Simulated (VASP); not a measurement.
# SrTiO3 (P1) in VASP: single point with PBE+U

Aim: the single point of SrTiO3 with PBE+U.

Everything below comes from runs of VASP 6.6.1. Logs are shortened: lines on timing, memory, paths and dates and some standing lists are left out, and cuts for length are marked.

## 1. The cell of the first run

The typed cell holds 5 atoms: a = 3.947 Å, b = 3.947 Å, c = 3.947 Å, α = 90.00°, β = 90.00°, γ = 90.00°.

## 2. Single point, PBE+U (atoms moved at random)

INCAR reads:

```
ALGO = Normal ; EDIFF = 1E-7
ENCUT = 520 ; GGA = PE
ISIF = 2 ; ISMEAR = 0
LASPH = True ; LCHARG = True
LDAU = True ; LDAUJ = 0 0 0
LDAUL = -1 2 -1 ; LDAUPRINT = 1
LDAUTYPE = 2 ; LDAUU = 0 4 0
LELF = True ; LMAXMIX = 4
LREAL = False ; LVHAR = True
LWAVE = False ; NBANDS = 28
NELM = 150 ; PREC = Accurate
SIGMA = 0.05
```

KPOINTS reads:

```
k-points
0
Gamma
  6 6 6
```

POSCAR reads:

```
SrTiO3
1.0
    3.9471047620      0.0000000000      0.0000000000
    0.0000000000      3.9471047620      0.0000000000
    0.0000000000      0.0000000000      3.9471047620
Sr Ti O
1 1 3
Direct
   -0.0101140640     -0.0181158283     -0.0180181791
    0.5632721257      0.4997125846      0.5194609738
   -0.0139374521      0.6081247119      0.5685929998
    0.5243685523     -0.0691663790      0.4162036995
    0.4364108382      0.4794449108      0.0137605059
```

Potentials or basis: VASP PAW PBE potentials, release 64 (Sr_sv, Ti_sv, O).

Started as:

```console
cat potpaw_PBE.64/Sr_sv/POTCAR potpaw_PBE.64/Ti_sv/POTCAR potpaw_PBE.64/O/POTCAR > POTCAR
mpirun -np 1 vasp_std > vasp.out
```

OUTCAR:

```text
EDIFF = 1E-7
   ENCUT = 520
   GGA = PE
   ISIF = 2
   ISMEAR = 0
   LASPH = True
   LREAL = False
   NELM = 150
   PREC = Accurate

 ion  position               nearest neighbor table
   1  0.990  0.982  0.982-   3 2.20   4 2.52   5 2.64   5 2.66   4 2.73   3 2.75   4 2.90   5 2.94
                             5 2.95   3 2.96   4 3.08   2 3.13   2 3.22   2 3.31   3 3.39   2 3.39
   2  0.563  0.500  0.519-   3 1.73   4 1.76   5 2.02   5 2.06   4 2.29   3 2.33   1 3.13   1 3.22
                             1 3.31   1 3.39   1 3.48   1 3.55   1 3.64   1 3.71
   3  0.986  0.608  0.569-   2 1.73   1 2.20   2 2.33   1 2.75   1 2.96   1 3.39
   4  0.524  0.931  0.416-   2 1.76   2 2.29   1 2.52   1 2.73   1 2.90   1 3.08
   5  0.436  0.479  0.014-   2 2.02   2 2.06   1 2.64   1 2.66   1 2.94   1 2.95

  LATTYP: Found a simple cubic cell.
 ALAT       =     3.9471047620

  Lattice vectors:

 A1 = (   3.9471047620,   0.0000000000,   0.0000000000)
 A2 = (   0.0000000000,   3.9471047620,   0.0000000000)
 A3 = (   0.0000000000,   0.0000000000,   3.9471047620)

Analysis of symmetry for initial positions (statically):
=====================================================================
 Subroutine PRICEL returns:
 Original cell was already a primitive cell.

 Routine SETGRP: Setting up the symmetry group for a
 simple cubic supercell.

 Subroutine GETGRP returns: Found  1 space group operations
 (whereof  1 operations were pure point group operations)
 out of a pool of 48 trial point group operations.

The static configuration has the point symmetry C_1 .

Analysis of symmetry for dynamics (positions and initial velocities):
=====================================================================
 Subroutine PRICEL returns:
 Original cell was already a primitive cell.

 Routine SETGRP: Setting up the symmetry group for a
 simple cubic supercell.

 Subroutine GETGRP returns: Found  1 space group operations
 (whereof  1 operations were pure point group operations)
 out of a pool of 48 trial point group operations.
[... 148 lines left out ...]
   NGX = 15   NGY = 15   NGZ = 15

atom =   2  type =  2  l = 2

 onsite density matrix

spin component  1

  0.1387  0.0107 -0.0111  0.0031  0.0576
  0.0107  0.1312  0.0176  0.0117  0.0395
 -0.0111  0.0176  0.2335 -0.0173 -0.0024
  0.0031  0.0117 -0.0173  0.1339  0.0140
  0.0576  0.0395 -0.0024  0.0140  0.2907

spin component  2

  0.1387  0.0107 -0.0111  0.0031  0.0576
  0.0107  0.1312  0.0176  0.0117  0.0395
 -0.0111  0.0176  0.2335 -0.0173 -0.0024
  0.0031  0.0117 -0.0173  0.1339  0.0140
  0.0576  0.0395 -0.0024  0.0140  0.2907

 occupancies and eigenvectors

  o =  0.1126  v =  0.1636 -0.8026  0.2086  0.5273  0.0863  0.0000  0.0000  0.0000  0.0000  0.0000      0.0000  0.0000  0.0000  0.0000  0.0000  0.0000  0.0000  0.0000  0.0000  0.0000
  o =  0.1126  v =  0.0000  0.0000  0.0000  0.0000  0.0000  0.1636 -0.8026  0.2086  0.5273  0.0863      0.0000  0.0000  0.0000  0.0000  0.0000  0.0000  0.0000  0.0000  0.0000  0.0000
  o =  0.1182  v = -0.9111 -0.1977 -0.0580 -0.0531  0.3529  0.0000  0.0000  0.0000  0.0000  0.0000      0.0000  0.0000  0.0000  0.0000  0.0000  0.0000  0.0000  0.0000  0.0000  0.0000
  o =  0.1182  v =  0.0000  0.0000  0.0000  0.0000  0.0000 -0.9111 -0.1977 -0.0580 -0.0531  0.3529      0.0000  0.0000  0.0000  0.0000  0.0000  0.0000  0.0000  0.0000  0.0000  0.0000
  o =  0.1374  v =  0.0000  0.0000  0.0000  0.0000  0.0000  0.2075 -0.4987 -0.0315 -0.8315  0.1259      0.0000  0.0000  0.0000  0.0000  0.0000  0.0000  0.0000  0.0000  0.0000  0.0000
  o =  0.1374  v =  0.2075 -0.4987 -0.0315 -0.8315  0.1259  0.0000  0.0000  0.0000  0.0000  0.0000      0.0000  0.0000  0.0000  0.0000  0.0000  0.0000  0.0000  0.0000  0.0000  0.0000
  o =  0.2394  v =  0.0000  0.0000  0.0000  0.0000  0.0000  0.0699 -0.1525 -0.9750  0.1392 -0.0442      0.0000  0.0000  0.0000  0.0000  0.0000  0.0000  0.0000  0.0000  0.0000  0.0000
  o =  0.2394  v =  0.0699 -0.1525 -0.9750  0.1392 -0.0442  0.0000  0.0000  0.0000  0.0000  0.0000      0.0000  0.0000  0.0000  0.0000  0.0000  0.0000  0.0000  0.0000  0.0000  0.0000
  o =  0.3206  v =  0.0000  0.0000  0.0000  0.0000  0.0000 -0.3084 -0.2116  0.0398 -0.0912 -0.9221      0.0000  0.0000  0.0000  0.0000  0.0000  0.0000  0.0000  0.0000  0.0000  0.0000
  o =  0.3206  v = -0.3084 -0.2116  0.0398 -0.0912 -0.9221  0.0000  0.0000  0.0000  0.0000  0.0000      0.0000  0.0000  0.0000  0.0000  0.0000  0.0000  0.0000  0.0000  0.0000  0.0000

 number of electron      39.9999995 magnetization

 Free energy of the ion-electron system (eV)
  ---------------------------------------------------
  ext. energy  EPLUGINS =         0.00000000
  ---------------------------------------------------
  free energy    TOTEN  =       -34.96650739 eV

  energy without entropy =      -34.96650739  energy(sigma->0) =      -34.96650739

 E-fermi :   4.6030     XC(G=0): -11.0400

 val. band max:        4.3098855384   @ k =   0.5000   0.5000   0.5000
 cond. band min:       7.1636223835   @ k =   0.3333   0.0000   0.0000
 fundamental gap:      2.8537368451
 Fermi energy:         4.6029803373

 k-point     1 :       0.0000    0.0000    0.0000
  band No.  band energies     occupation
      1     -53.1258      2.00000
      2     -29.5143      2.00000
      3     -29.4707      2.00000
      4     -29.2623      2.00000
      5     -28.5685      2.00000
      6     -13.5830      2.00000
[... 733 lines left out ...]
     27      11.3653      0.00000
     28      11.5329      0.00000

 [... further k-points ...]
[... 5 lines left out ...]
  --------------------------------------------------------------------------------------
  -------------------------------------------------------------------------------------
  Total        8.2143167      7.9872153      3.6783557     -0.9970430      0.8979937      1.8658518
  in kB      214.0159129    208.0990085     95.8359257    -25.9769716     23.3963403     48.6129279
  external PRESSURE =     172.6502824 kB  Pullay stress =       0.0000000 kB

 VOLUME and BASIS-vectors are now :
 -----------------------------------------------------------------------------
  energy-cutoff  :      520.00
  volume of cell :       61.49
      direct lattice vectors                 reciprocal lattice vectors
     3.947104762  0.000000000  0.000000000     0.253350256  0.000000000  0.000000000
     0.000000000  3.947104762  0.000000000     0.000000000  0.253350256  0.000000000
     0.000000000  0.000000000  3.947104762     0.000000000  0.000000000  0.253350256

 POSITION                                       TOTAL-FORCE (eV/Angst)
 -----------------------------------------------------------------------------------
      3.90718      3.87560      3.87599         1.026473      1.036990      1.766701
      2.22329      1.97242      2.05037        -4.155473     -2.184075     -0.353759
      3.89209      2.40033      2.24430         2.756791     -3.194617     -1.146468
      2.06974      3.67410      1.64280        -0.903202      5.498686      0.776318
      1.72256      1.89242      0.05431         1.275411     -1.156984     -1.042792
 -----------------------------------------------------------------------------------
    total drift:                                0.000221     -0.000088      0.000180

  FREE ENERGIE OF THE ION-ELECTRON SYSTEM (eV)
  ---------------------------------------------------
  free  energy   TOTEN  =       -34.9665073926 eV

  energy  without entropy=      -34.9665073926  energy(sigma->0) =      -34.96650739
```

Run time: 93 s. Hardware: 1 thread of Intel Xeon 6975P-C (Granite Rapids), shared host; peak memory 0.31 GiB.

What came out:

- Free energy: -34.9665 eV
- Pressure: 17.3 GPa
- Largest force: 5.626 eV/Å
- Band gap on the k mesh: 2.85 eV, indirect (least direct gap 3.52 eV)

Forces on the atoms (eV/Å):
```
Sr   1.026  1.037  1.767
Ti  -4.155 -2.184 -0.354
O    2.757 -3.195 -1.146
O   -0.903  5.499  0.776
O    1.275 -1.157 -1.043
```

Levels at points of the mesh, in eV from the valence-band top:
| k point | band 16 | band 17 | band 18 | band 19 | band 20 | band 21 | band 22 | band 23 | band 24 | band 25 |
| --- | --- | --- | --- | --- | --- | --- | --- | --- | --- | --- |
| (0.00, 0.00, 0.00) | -2.36 | -1.86 | -1.44 | -0.93 | -0.72 | 3.22 | 3.36 | 4.06 | 4.51 | 4.61 |
| (0.50, 0.00, 0.00) | -2.80 | -2.45 | -1.35 | -1.08 | -0.66 | 2.86 | 3.50 | 4.30 | 4.76 | 5.83 |
| (0.00, 0.50, 0.00) | -2.72 | -2.30 | -2.02 | -1.49 | -0.61 | 3.44 | 4.21 | 4.33 | 4.83 | 5.72 |
| (0.00, 0.00, 0.50) | -2.77 | -2.30 | -1.87 | -0.91 | -0.67 | 3.27 | 3.89 | 4.17 | 4.71 | 5.10 |
| (0.50, 0.50, 0.00) | -2.79 | -1.90 | -1.70 | -1.41 | -0.21 | 3.63 | 4.16 | 4.54 | 4.97 | 6.42 |
| (0.00, 0.50, 0.50) | -2.65 | -2.39 | -2.14 | -0.80 | -0.10 | 3.77 | 4.09 | 4.27 | 4.86 | 6.32 |
| (0.50, 0.00, 0.50) | -3.24 | -1.98 | -1.34 | -1.13 | -0.53 | 3.39 | 4.10 | 4.23 | 5.03 | 5.93 |
| (0.50, 0.50, 0.50) | -3.20 | -2.93 | -1.10 | -0.33 | 0.00 | 3.79 | 3.99 | 4.29 | 5.04 | 5.91 |

Eigenvalues of the final occupation matrices:
```csv
site,spin,trace,eigenvalues
site 2 d,1,0.93,0.11 0.12 0.14 0.24 0.32
site 2 d,2,0.93,0.11 0.12 0.14 0.24 0.32
```

Caveat: the cell differs from its parent crystal (atoms moved at random); forces of over 1 eV/Å act on the atoms, so gaps and moduli don't describe the material at rest.
